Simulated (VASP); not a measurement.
# SnSe (Fm-3m) in VASP: a series of runs

SnSe is run at these levels: LDA, PBE; tasks: relaxation of cell and atoms.

Program: VASP 6.6.1. These are calculated values, not measurements. Logs are shortened: lines on timing, memory, paths and dates and some standing lists are left out, and cuts for length are marked.

## (1) The cell of the first run

Symmetry: Fm-3m, No. 225, cubic system. The conventional cell has a = 6.056 Å, b = 6.056 Å, c = 6.056 Å, α = 90.00°, β = 90.00°, γ = 90.00°. Within 4.0 Å of Sn (site symmetry m-3m) lie 6 Se at 3.03 Å. Within 4.0 Å of Se (site symmetry m-3m) lie 6 Sn at 3.03 Å.

## (2) Relaxation of cell and atoms, LDA

Input file INCAR:

```
SYSTEM = SnSe
PREC = Accurate ; ENCUT = 600
EDIFF = 1E-6 ; ISMEAR = -1
SIGMA = 0.02 ; LREAL = .FALSE.
LASPH = .TRUE. ; NELM = 80
ALGO = Normal ; ISIF = 3
LWAVE = .FALSE. ; LCHARG = .FALSE.
GGA = CA ; IBRION = 2
NSW = 80 ; EDIFFG = -0.005
```

Input file KPOINTS:

```
regular mesh
0
G
  6 6 6
  0 0 0
```

Input file POSCAR:

```
SnSe
1.0
    0.0000000000      3.0281454333      3.0281454333
    3.0281454333      0.0000000000      3.0281454333
    3.0281454333      3.0281454333      0.0000000000
Sn Se
1 1
Direct
    0.0000000000      0.0000000000      0.0000000000
    0.5000000000      0.5000000000      0.5000000000
```

Potentials or basis: VASP PAW LDA potentials, release 64 (Sn_d, Se).

Started as:

```bash
$ cat potpaw_LDA.64/Sn_d/POTCAR potpaw_LDA.64/Se/POTCAR > POTCAR
$ mpirun -np 1 vasp_std > vasp.out
```

OUTCAR:

```text
SYSTEM = SnSe
   PREC = Accurate
   ENCUT = 600
   EDIFF = 1E-6
   ISMEAR = -1
   LREAL = .FALSE.
   LASPH = .TRUE.
   NELM = 80
   ISIF = 3
   GGA = CA
   IBRION = 2
   NSW = 80
   EDIFFG = -0.005

 ion  position               nearest neighbor table
   1  0.000  0.000  0.000-   2 3.03   2 3.03   2 3.03   2 3.03   2 3.03   2 3.03
   2  0.500  0.500  0.500-   1 3.03   1 3.03   1 3.03   1 3.03   1 3.03   1 3.03

  LATTYP: Found a face centered cubic cell.
 ALAT       =     6.0562908666

  Lattice vectors:

 A1 = (   0.0000000000,   3.0281454333,   3.0281454333)
 A2 = (   3.0281454333,   0.0000000000,   3.0281454333)
 A3 = (   3.0281454333,   3.0281454333,   0.0000000000)

Analysis of symmetry for initial positions (statically):
=====================================================================
 Subroutine PRICEL returns:
 Original cell was already a primitive cell.

 Routine SETGRP: Setting up the symmetry group for a
 face centered cubic supercell.

 Subroutine GETGRP returns: Found 48 space group operations
 (whereof 48 operations were pure point group operations)
 out of a pool of 48 trial point group operations.

The static configuration has the point symmetry O_h .

Analysis of symmetry for dynamics (positions and initial velocities):
=====================================================================
 Subroutine PRICEL returns:
 Original cell was already a primitive cell.

 Routine SETGRP: Setting up the symmetry group for a
 face centered cubic supercell.

 Subroutine GETGRP returns: Found 48 space group operations
 (whereof 48 operations were pure point group operations)
 out of a pool of 48 trial point group operations.

The dynamic configuration has the point symmetry O_h .

 Subroutine INISYM returns: Found 48 space group operations
 (whereof 48 operations are pure point group operations),
 and found     1 'primitive' translations

----------------------------------------------------------------------------------------

                                     Primitive cell

  volume of cell :      55.5342

  direct lattice vectors                    reciprocal lattice vectors
     0.000000000  3.028145433  3.028145433    -0.165117565  0.165117565  0.165117565
     3.028145433  0.000000000  3.028145433     0.165117565 -0.165117565  0.165117565
     3.028145433  3.028145433  0.000000000     0.165117565  0.165117565 -0.165117565

  length of vectors
     4.282444341  4.282444341  4.282444341     0.285992012  0.285992012  0.285992012

  position of ions in fractional coordinates (direct lattice)
     0.000000000  0.000000000  0.000000000
     0.500000000  0.500000000  0.500000000

  ion indices of the primitive-cell ions
   primitive index   ion index
                 1           1
[... 74 lines left out ...]
   PSTRESS=    0.0 pullay stress
   NELECT =      20.0000    total number of electrons
   NUPDOWN=      -1.0000    fix difference up-down
   EMIN   =  10.00;   EMAX   =-10.00  energy-range for DOS
   EFERMI =   0.00;   METHOD = LEGACY
   ISMEAR =    -1;   SIGMA  =   0.02  broadening in eV -4-tet -1-fermi 0-gaus
   EFERMI_NEDOS =   21; number of points for ismear=-14 and -15
   IALGO  =     38    algorithm
   IMIX   =      4    mixing-type and parameters
     AMIX     =   0.40;   BMIX     =  1.00
     AMIX_MAG =   1.60;   BMIX_MAG =  1.00
  volume/ion in A,a.u.               =      27.77       187.38
  Fermi-wavevector in a.u.,A,eV,Ry     =   1.164747  2.201052 18.458133  1.356635
  Thomas-Fermi vector in A             =   2.301281
   LORBIT       =      0    0 simple, 1 ext, 2 COOP (PROOUT), +10 PAW based schemes
   GGA     = CA    functional components
   LHFCALC =     F    Hartree Fock is set to
   AEXX    =    0.0000 exact exchange contribution
   IVDW    =     0    specifies the selected vdW correction
   LEPSILON=     F    determine dielectric tensor
   LRPA    =     F    only Hartree local field effects (RPA)
 conjugate gradient relaxation of ions
 non-spin polarized calculation
  energy-cutoff  :      600.00
  volume of cell :       55.53
 maximum number of plane-waves:      1874
 NGX is ok and might be reduce to    36
   NGX = 17   NGY = 17   NGZ = 17

--------------------------------------- Ionic step        1  -------------------------------------------

 number of electron      20.0000001 magnetization

 Free energy of the ion-electron system (eV)
  ---------------------------------------------------
  ext. energy  EPLUGINS =         0.00000000
  ---------------------------------------------------
  free energy    TOTEN  =        -9.46874644 eV

  energy without entropy =       -9.46874641  energy(sigma->0) =       -9.46874642

 E-fermi :   5.4066     XC(G=0):  -9.8067

 val. band max:        5.1327178881   @ k =   0.5000   0.0000   0.0000
 cond. band min:       5.6804084204   @ k =   0.5000   0.0000   0.0000
 fundamental gap:      0.5476905322
 Fermi energy:         5.4065544074

 k-point     1 :       0.0000    0.0000    0.0000
  band No.  band energies     occupation
      1     -16.2844      2.00000
      2     -16.2844      2.00000
      3     -16.2828      2.00000
      4     -16.2828      2.00000
      5     -16.2828      2.00000
      6      -8.5420      2.00000
      7      -0.0250      2.00000
      8       3.0950      2.00000
      9       3.0950      2.00000
     10       3.0950      2.00000
     11       9.3704      0.00000
     12       9.3704      0.00000
     13       9.3704      0.00000
     14      11.1031      0.00000
[... 354 lines left out ...]
  FREE ENERGIE OF THE ION-ELECTRON SYSTEM (eV)
  ---------------------------------------------------
  free  energy   TOTEN  =        -9.5357494606 eV

  energy  without entropy=       -9.5357494606  energy(sigma->0) =       -9.53574946

[... ionic steps 4 to 11 ...]

--------------------------------------- Ionic step       12  -------------------------------------------

 number of electron      20.0000001 magnetization

------------------------ aborting loop because EDIFF is reached ----------------------------------------
[... 67 lines left out ...]
--------------------------------------- Ionic step       14  -------------------------------------------

 number of electron      20.0000001 magnetization

 Free energy of the ion-electron system (eV)
  ---------------------------------------------------
  ext. energy  EPLUGINS =         0.00000000
  ---------------------------------------------------
  free energy    TOTEN  =        -9.53574975 eV

  energy without entropy =       -9.53574975  energy(sigma->0) =       -9.53574975

 E-fermi :   6.5193     XC(G=0): -10.1901

 val. band max:        6.0651693393   @ k =   0.5000   0.0000   0.0000
 cond. band min:       6.9937916453   @ k =   0.5000   0.0000   0.0000
 fundamental gap:      0.9286223060
 Fermi energy:         6.5193101289

 k-point     1 :       0.0000    0.0000    0.0000
  band No.  band energies     occupation
      1     -15.2931      2.00000
      2     -15.2931      2.00000
      3     -15.2873      2.00000
      4     -15.2873      2.00000
      5     -15.2873      2.00000
      6      -8.1504      2.00000
      7       1.2497      2.00000
      8       3.8358      2.00000
      9       3.8358      2.00000
     10       3.8358      2.00000
     11      10.6845      0.00000
     12      10.6845      0.00000
     13      10.6845      0.00000
     14      11.9968      0.00000
[... 282 lines left out ...]
  FREE ENERGIE OF THE ION-ELECTRON SYSTEM (eV)
  ---------------------------------------------------
  free  energy   TOTEN  =        -9.5357497474 eV

  energy  without entropy=       -9.5357497474  energy(sigma->0) =       -9.53574975

 reached required accuracy - stopping structural energy minimisation
```

CONTCAR:

```text
SnSe
   1.00000000000000
    -0.0000000000000000    2.9426205935390906    2.9426205935390906
     2.9426205935390906   -0.0000000000000000    2.9426205935390906
     2.9426205935390906    2.9426205935390906    0.0000000000000000
  Sn              Se
     1     1
Direct
     0.0000000000000000    0.0000000000000000    0.0000000000000000
     0.5000000000000000    0.5000000000000000    0.5000000000000000

  0.00000000E+00  0.00000000E+00  0.00000000E+00
  0.00000000E+00  0.00000000E+00  0.00000000E+00
```

Run time: 80 s. Hardware: 1 thread of Intel Xeon 6975P-C, shared host; peak memory 0.19 GiB.

Results:

| Quantity | Value |
| --- | --- |
| Free energy | -9.5357 eV |
| Relaxed volume | 25.48 Å³/atom |
| Relaxed cell | a = 4.161 Å, b = 4.161 Å, c = 4.161 Å, α = 60.00°, β = 60.00°, γ = 60.00° |
| Space group after relaxing (to 0.05 Å) | Fm-3m (No. 225) |
| Energy gained by relaxing | 33.5 meV/atom |
| Ionic steps | 14 |
| Pressure after relaxing | 0.0 GPa |
| Band gap on the k mesh | 0.93 eV, direct |

Step by step:
```csv
step,energy change (eV),largest force (eV/Å),pressure (GPa),volume (Å³)
1,0.0000,0.0000,-4.32,55.53
2,-0.0611,0.0000,1.58,49.73
3,-0.0670,0.0000,0.04,50.95
4,-0.0670,0.0000,-0.11,51.04
5,-0.0670,0.0000,-0.11,51.04
6,-0.0670,0.0000,-0.06,51.03
7,-0.0670,0.0000,-0.08,51.03
8,-0.0670,0.0000,-0.08,51.03
9,-0.0670,0.0000,-0.08,51.03
10,-0.0670,0.0000,-0.09,51.02
11,-0.0670,0.0000,-0.11,51.02
12,-0.0670,0.0000,-0.04,51.01
13,-0.0670,0.0000,-0.04,50.99
14,-0.0670,0.0000,0.00,50.96
```

Final structure:
```
Sn Se
1.0
     0.00000    2.94262    2.94262
     2.94262    0.00000    2.94262
     2.94262    2.94262    0.00000
Sn Se
1 1
Cartesian
  0.0000 0.0000 0.0000
  2.9426 2.9426 2.9426
```

Levels at points of the mesh, in eV from the valence-band top:
```
           k point  band 6  band 7  band 8  band 9  band 10  band 11  band 12  band 13  band 14
(0.00, 0.00, 0.00)  -14.22   -4.82   -2.23   -2.23    -2.23     4.62     4.62     4.62     5.93
(0.50, 0.00, 0.00)  -13.12   -8.32   -1.95   -1.95     0.00     0.93     1.29     1.29     8.49
(0.50, 0.50, 0.00)  -12.78   -5.98   -5.82   -3.82    -3.82     2.90     5.78     5.78     6.46
```

Caveat: spin-orbit coupling is left out, which moves the levels of the heavy elements.

## (3) Relaxation of cell and atoms, PBE

This run uses another cell than the first one, of 20.00 Å³/atom, 0.720 times its volume.

Input file INCAR:

```
SYSTEM = SnSe
PREC = Accurate
ENCUT = 600
EDIFF = 1E-6
ISMEAR = -1
SIGMA = 0.02
LREAL = .FALSE.
LASPH = .TRUE.
NELM = 80
ALGO = Normal
ISIF = 3
LWAVE = .FALSE.
LCHARG = .FALSE.
GGA = PE
IBRION = 2
NSW = 80
EDIFFG = -0.005
```

Input file KPOINTS:

```
regular mesh
0
G
  8 8 8
  0 0 0
```

Input file POSCAR:

```
SnSe
1.0
    0.0000000000      2.7144830000      2.7144830000
    2.7144830000      0.0000000000      2.7144830000
    2.7144830000      2.7144830000      0.0000000000
Sn Se
1 1
Direct
    0.0000000000      0.0000000000      0.0000000000
    0.5000000000      0.5000000000      0.5000000000
```

Potentials or basis: VASP PAW PBE potentials, release 64 (Sn_d, Se).

Started as:

```bash
$ cat potpaw_PBE.64/Sn_d/POTCAR potpaw_PBE.64/Se/POTCAR > POTCAR
$ mpirun -np 1 vasp_std > vasp.out
```

OUTCAR:

```text
SYSTEM = SnSe
   PREC = Accurate
   ENCUT = 600
   EDIFF = 1E-6
   ISMEAR = -1
   LREAL = .FALSE.
   LASPH = .TRUE.
   NELM = 80
   ISIF = 3
   GGA = PE
   IBRION = 2
   NSW = 80
   EDIFFG = -0.005

 ion  position               nearest neighbor table
   1  0.000  0.000  0.000-   2 2.71   2 2.71   2 2.71   2 2.71   2 2.71   2 2.71
   2  0.500  0.500  0.500-   1 2.71   1 2.71   1 2.71   1 2.71   1 2.71   1 2.71

  LATTYP: Found a face centered cubic cell.
 ALAT       =     5.4289660000

  Lattice vectors:

 A1 = (   0.0000000000,   2.7144830000,   2.7144830000)
 A2 = (   2.7144830000,   0.0000000000,   2.7144830000)
 A3 = (   2.7144830000,   2.7144830000,   0.0000000000)

Analysis of symmetry for initial positions (statically):
=====================================================================
 Subroutine PRICEL returns:
 Original cell was already a primitive cell.

[... 160 lines left out ...]

 number of electron      20.0000003 magnetization

 Free energy of the ion-electron system (eV)
  ---------------------------------------------------
  ext. energy  EPLUGINS =         0.00000000
  ---------------------------------------------------
  free energy    TOTEN  =        -7.03331456 eV

  energy without entropy =       -7.03328855  energy(sigma->0) =       -7.03330155

 E-fermi :  10.3618     XC(G=0): -11.0898

 val. band max:       10.2199421322   @ k =  -0.2500   0.1250   0.0000
 cond. band min:      10.4965476843   @ k =   0.5000   0.0000   0.0000
 fundamental gap:      0.2766055521
 Fermi energy:        10.3617588204
[... 1004 lines left out ...]
--------------------------------------- Ionic step        6  -------------------------------------------

 number of electron      20.0000000 magnetization

 Free energy of the ion-electron system (eV)
  ---------------------------------------------------
  ext. energy  EPLUGINS =         0.00000000
  ---------------------------------------------------
  free energy    TOTEN  =        -8.21907909 eV

  energy without entropy =       -8.21907906  energy(sigma->0) =       -8.21907907

 E-fermi :   5.6429     XC(G=0):  -9.5147

 val. band max:        5.3920527065   @ k =   0.5000   0.0000   0.0000
 cond. band min:       5.8937521630   @ k =   0.5000   0.0000   0.0000
 fundamental gap:      0.5016994565
 Fermi energy:         5.6428722753
[... 437 lines left out ...]
  FREE ENERGIE OF THE ION-ELECTRON SYSTEM (eV)
  ---------------------------------------------------
  free  energy   TOTEN  =        -8.2190790857 eV

  energy  without entropy=       -8.2190790554  energy(sigma->0) =       -8.21907907

 reached required accuracy - stopping structural energy minimisation
```

Wall time 72 s (1 thread of Intel Xeon 6975P-C, shared host); peak memory 0.2 GiB.

What came out:

- Free energy: -8.2191 eV
- Relaxed volume: 27.78 Å³/atom
- Relaxed cell: a = 4.283 Å, b = 4.283 Å, c = 4.283 Å, α = 60.00°, β = 60.00°, γ = 60.00°
- Space group after relaxing (to 0.05 Å): Fm-3m (No. 225)
- Energy gained by relaxing: 592.9 meV/atom
- Ionic steps: 6
- Pressure after relaxing: 0.0 GPa
- Band gap on the k mesh: 0.50 eV, direct

Step by step:
```
step  energy change (eV)  largest force (eV/Å)  pressure (GPa)  volume (Å³)
   1              0.0000                0.0000           32.64        40.00
   2             -0.8712                0.0000           -6.42        68.54
   3             -1.1857                0.0000            0.12        55.43
   4             -1.1856                0.0000           -0.19        55.77
   5             -1.1858                0.0000            0.06        55.53
   6             -1.1858                0.0000           -0.02        55.57
```

Final structure:
```cif
data_structure
_symmetry_space_group_name_H-M 'P 1'
_symmetry_Int_Tables_number 1
_cell_length_a 4.2833
_cell_length_b 4.2833
_cell_length_c 4.2833
_cell_angle_alpha 60.000
_cell_angle_beta 60.000
_cell_angle_gamma 60.000
_cell_volume 55.57
loop_
_atom_site_label
_atom_site_type_symbol
_atom_site_fract_x
_atom_site_fract_y
_atom_site_fract_z
_atom_site_occupancy
Sn1 Sn 0.00000 0.00000 0.00000 1
Se1 Se 0.50000 0.50000 0.50000 1
```

Levels at points of the mesh, in eV from the valence-band top:
```tsv
k point	band 6	band 7	band 8	band 9	band 10	band 11	band 12	band 13	band 14
(0.00, 0.00, 0.00)	-13.75	-5.14	-2.15	-2.15	-2.15	4.24	4.24	4.24	5.88
(0.50, 0.00, 0.00)	-12.86	-7.96	-1.91	-1.91	0.00	0.50	1.25	1.25	8.19
(0.50, 0.50, 0.00)	-12.60	-6.01	-5.35	-3.56	-3.56	3.08	5.23	5.23	5.84
```

Caveat: the volume moved by over 15 % at a fixed basis, so the end points are rough; spin-orbit coupling is left out, which moves the levels of the heavy elements. A k mesh can miss the band edges.
